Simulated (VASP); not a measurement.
# SiC5 (P-62m) in VASP: single point with PBE

Aim: the single point of SiC5 with PBE.

All numbers are computed with VASP 6.6.1; they aren't measurements. Logs are shortened: lines on timing, memory, paths and dates and some standing lists are left out, and cuts for length are marked.

## (1) The cell of the first run

It takes space group P-62m (No. 189, hexagonal). Conventional cell: a = 3.585 Å, b = 3.585 Å, c = 7.436 Å, α = 90.00°, β = 90.00°, γ = 120.00°. Within 2.7 Å of Si (site symmetry -62m) lie 6 C at 2.07 Å. Within 2.7 Å of C (site symmetry -6) lie 3 C at 2.07 Å and 3 Si at 2.07 Å. Within 1.9 Å of C (site symmetry m2m) lie 2 C at 1.40 Å.

The cell was generated, and may not be a known phase.

## (2) Single point, PBE, collinear spin

INCAR

```
SYSTEM = SiC5
PREC = Accurate
ENCUT = 1300
EDIFF = 1E-6
ISMEAR = 0
SIGMA = 0.1
LREAL = .FALSE.
LASPH = .TRUE.
NELM = 200
ALGO = Normal
ISIF = 2
LWAVE = .FALSE.
LCHARG = .FALSE.
ISPIN = 2
MAGMOM = 0 1 1 1 1 1
LORBIT = 11
GGA = PE
NBANDS = 25
GGA_COMPAT = .FALSE.
```

KPOINTS

```
regular mesh
0
G
  6 6 4
  0 0 0
```

POSCAR

```
SiC5
1.0
    3.5850644920      0.0000000000      0.0000000000
   -1.7925322460      3.1047569242      0.0000000000
    0.0000000000      0.0000000000      7.4364509378
Si C
1 5
Direct
    0.0000000000      0.0000000000      0.5000000000
    0.3333333333      0.6666666667      0.5000000000
    0.0000000000      0.7746795231      0.0000000000
    0.7746795231      0.0000000000      0.0000000000
    0.2253204769      0.2253204769      0.0000000000
    0.6666666667      0.3333333333      0.5000000000
```

Potentials or basis: VASP PAW PBE potentials, release 64 (Si, C_h).

Launch:

```console
$ cat potpaw_PBE.64/Si/POTCAR potpaw_PBE.64/C_h/POTCAR > POTCAR
$ mpirun -np 1 vasp_std > vasp.out
```

OUTCAR:

```text
SYSTEM = SiC5
   PREC = Accurate
   ENCUT = 1300
   EDIFF = 1E-6
   ISMEAR = 0
   LREAL = .FALSE.
   LASPH = .TRUE.
   NELM = 200
   ISIF = 2
   ISPIN = 2
   LORBIT = 11
   GGA = PE

 ion  position               nearest neighbor table
   1  0.000  0.000  0.500-   2 2.07   6 2.07   2 2.07   6 2.07   6 2.07   2 2.07
   2  0.333  0.667  0.500-   1 2.07   1 2.07   1 2.07
   3  0.000  0.775  0.000-   5 1.40   4 1.40
   4  0.775  0.000  0.000-   3 1.40   5 1.40
   5  0.225  0.225  0.000-   3 1.40   4 1.40
   6  0.667  0.333  0.500-   1 2.07   1 2.07   1 2.07

  LATTYP: Found a hexagonal cell.
 ALAT       =     3.5850644920
 C/A-ratio  =     2.0742865169

  Lattice vectors:

 A1 = (   3.5850644920,   0.0000000000,   0.0000000000)
 A2 = (  -1.7925322460,   3.1047569242,   0.0000000000)
 A3 = (   0.0000000000,   0.0000000000,   7.4364509378)

Analysis of symmetry for initial positions (statically):
=====================================================================
 Subroutine PRICEL returns:
 Original cell was already a primitive cell.

 Routine SETGRP: Setting up the symmetry group for a
 hexagonal supercell.

 Subroutine GETGRP returns: Found 12 space group operations
 (whereof 12 operations were pure point group operations)
 out of a pool of 24 trial point group operations.

The static configuration has the point symmetry D_3h.

Analysis of symmetry for dynamics (positions and initial velocities):
=====================================================================
 Subroutine PRICEL returns:
 Original cell was already a primitive cell.

 Routine SETGRP: Setting up the symmetry group for a
 hexagonal supercell.

 Subroutine GETGRP returns: Found 12 space group operations
 (whereof 12 operations were pure point group operations)
 out of a pool of 24 trial point group operations.

The dynamic configuration has the point symmetry D_3h.

Analysis of structural, dynamic, and magnetic symmetry:
=====================================================================
 Subroutine PRICEL returns:
 Original cell was already a primitive cell.

 Routine SETGRP: Setting up the symmetry group for a
 hexagonal supercell.

 Subroutine GETGRP returns: Found 12 space group operations
 (whereof 12 operations were pure point group operations)
 out of a pool of 24 trial point group operations.

[... 133 lines left out ...]
   LEPSILON=     F    determine dielectric tensor
   LRPA    =     F    only Hartree local field effects (RPA)
 spin polarized calculation
 Gauss-broadening in eV      SIGMA  =   0.10
  energy-cutoff  :     1300.00
  volume of cell :       82.77
 maximum number of plane-waves:      8848
   NGX = 21   NGY = 21   NGZ = 43

 number of electron      24.0000000 magnetization       0.2453894

 Free energy of the ion-electron system (eV)
  ---------------------------------------------------
  ext. energy  EPLUGINS =         0.00000000
  ---------------------------------------------------
  free energy    TOTEN  =       -33.73455969 eV

  energy without entropy =      -33.71492407  energy(sigma->0) =      -33.72474188

 E-fermi :   3.1251     XC(G=0):  -9.0739

 val. band max:        3.1241455336   @ k =   0.1667   0.0000   0.5000
 cond. band min:       3.1261320820   @ k =   0.1667   0.0000   0.2500
 fundamental gap:      0.0019865483
 Fermi energy:         3.1250981215

 spin component 1

 k-point     1 :       0.0000    0.0000    0.0000
  band No.  band energies     occupation
      1     -15.8538      1.00000
      2     -12.6714      1.00000
      3      -3.2471      1.00000
      4      -3.0898      1.00000
      5      -2.5904      1.00000
      6      -2.5904      1.00000
[... 556 lines left out ...]
     23      13.8243      0.00000
     24      13.8243      0.00000
 Fermi energy:         3.1250981215

 spin component 2

 k-point     1 :       0.0000    0.0000    0.0000
  band No.  band energies     occupation
      1     -15.7821      1.00000
      2     -12.6715      1.00000
      3      -3.0791      1.00000
      4      -3.0512      1.00000
      5      -2.4590      1.00000
      6      -2.4590      1.00000
[... 556 lines left out ...]
     23      13.8414      0.00000
     24      13.8414      0.00000
 [bands above 24 left out]

------------------------ aborting loop because EDIFF is reached ----------------------------------------

  FORCE on cell =-STRESS in cart. coord.  units (eV):
  Direction    XX          YY          ZZ          XY          YZ          ZX
  --------------------------------------------------------------------------------------
  -------------------------------------------------------------------------------------
  Total       -0.0675154     -0.0675154      0.0941175      0.0000000     -0.0000000      0.0000000
  in kB       -1.3068422     -1.3068422      1.8217576      0.0000000     -0.0000000      0.0000000
  external PRESSURE =      -0.2639756 kB  Pullay stress =       0.0000000 kB

 VOLUME and BASIS-vectors are now :
 -----------------------------------------------------------------------------
  energy-cutoff  :     1300.00
  volume of cell :       82.77
      direct lattice vectors                 reciprocal lattice vectors
     3.585064492  0.000000000  0.000000000     0.278935010  0.161043203  0.000000000
    -1.792532246  3.104756924  0.000000000     0.000000000  0.322086406  0.000000000
     0.000000000  0.000000000  7.436450938     0.000000000  0.000000000  0.134472749

 POSITION                                       TOTAL-FORCE (eV/Angst)
 -----------------------------------------------------------------------------------
      0.00000      0.00000      3.71823         0.000000      0.000000     -0.000000
     -0.00000      2.06984      3.71823         0.000000      0.000000     -0.000000
     -1.38864      2.40519      0.00000        -0.017221      0.029828     -0.000000
      2.77728      0.00000      0.00000         0.034442      0.000000      0.000000
      0.40389      0.69957      0.00000        -0.017221     -0.029828      0.000000
      1.79253      1.03492      3.71823         0.000000      0.000000     -0.000000
 -----------------------------------------------------------------------------------
    total drift:                                0.000000      0.000000     -0.000000

  FREE ENERGIE OF THE ION-ELECTRON SYSTEM (eV)
  ---------------------------------------------------
  free  energy   TOTEN  =       -33.7345596878 eV

  energy  without entropy=      -33.7149240725  energy(sigma->0) =      -33.72474188

 total charge

# of ion       s       p       d       tot
------------------------------------------
    1        0.735   0.762   0.000   1.497
    2        0.555   0.733   0.000   1.289
    3        0.545   0.852   0.000   1.396
    4        0.545   0.852   0.000   1.396
    5        0.545   0.852   0.000   1.396
    6        0.555   0.733   0.000   1.289
--------------------------------------------------
tot          3.479   4.784   0.000   8.263

 magnetization (x)

# of ion       s       p       d       tot
------------------------------------------
    1       -0.000  -0.000   0.000  -0.000
    2       -0.000   0.000   0.000   0.000
    3        0.009   0.027   0.000   0.036
    4        0.009   0.027   0.000   0.036
    5        0.009   0.027   0.000   0.036
    6       -0.000   0.000   0.000   0.000
--------------------------------------------------
tot          0.028   0.080   0.000   0.108
```

Wall time 4.3 min (1 thread of AMD EPYC 9R45 (Zen 5), shared host); peak memory 0.62 GiB.

What came out:

* Free energy: -33.7346 eV
* Pressure: 0.0 GPa
* Largest force: 0.034 eV/Å
* Net moment: 0.25 μB per cell
* Site moments: Si -0.00; C +0.00, +0.04 (each value once) μB
* Valence electrons inside the program's atomic spheres: Si 1.50; C 1.29, 1.40 (each value once)

Forces in eV/Å, atoms in the order of the input:
```
Si   0.000  0.000  0.000
C    0.000  0.000  0.000
C   -0.017  0.030  0.000
C    0.034  0.000  0.000
C   -0.017 -0.030  0.000
C    0.000  0.000  0.000
```

Stress tensor (GPa, compression positive):
```
-0.13  0.00  0.00
 0.00 -0.13  0.00
 0.00  0.00  0.18
```

Caveat: a moment this small can come from the mesh or the smearing.
